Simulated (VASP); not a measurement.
Crystal: P.

```
P
1.0
     4.88456    0.00000    0.00000
     0.00000    4.88456    0.00000
     0.00000    0.00000    2.46158
P
4
Direct
  0.24350 0.24350 0.00000
  0.24350 0.75650 0.00000
  0.75650 0.24350 0.00000
  0.75650 0.75650 0.00000
```

| Quantity | Value |
| --- | --- |
| Program | VASP 6.6.1 |
| Task | relaxation of cell and atoms |
| Functional | PBE |
| Potentials or basis | VASP PAW PBE potentials, release 64 (P) |
| Cutoff | 600 eV |
| k mesh | 10 × 10 × 18 |
| Occupations | gaussian, width 0.1 eV |
| Spin | no spin polarisation |

At the start: pressure 0.0 GPa; volume 14.68 Å³/atom.

Task: How do energy, volume and symmetry change on relaxing?

Result: Over 11 steps the energy falls by 3.2 meV/atom and the volume is 14.61 Å³/atom (-0.5 %); space group Pm-3m (No. 221, to 0.05 Å).

Step by step:
```tsv
step	energy change (eV)	largest force (eV/Å)	pressure (GPa)	volume (Å³)
1	0.0000	0.1055	0.04	58.73
2	-0.0027	0.1070	-0.16	58.76
3	-0.0054	0.0914	-0.47	58.82
4	-0.0067	0.0831	-0.40	58.75
5	-0.0099	0.0590	-0.14	58.54
6	-0.0110	0.0233	0.61	58.13
7	-0.0116	0.0173	0.26	58.30
8	-0.0126	0.0120	0.04	58.40
9	-0.0127	0.0103	-0.04	58.43
10	-0.0127	0.0102	-0.05	58.44
11	-0.0127	0.0091	-0.01	58.42
```

Final structure:
```yaml
crystal:
  lattice:
    - [4.86328, 0.00000, 0.00000]
    - [0.00000, 4.86328, 0.00000]
    - [0.00000, 0.00000, 2.47004]
  atoms:
    - { symbol: P, position: [0.24965, 0.24965, 0.00000] }
    - { symbol: P, position: [0.24965, 0.75035, 0.00000] }
    - { symbol: P, position: [0.75035, 0.24965, 0.00000] }
    - { symbol: P, position: [0.75035, 0.75035, 0.00000] }
```
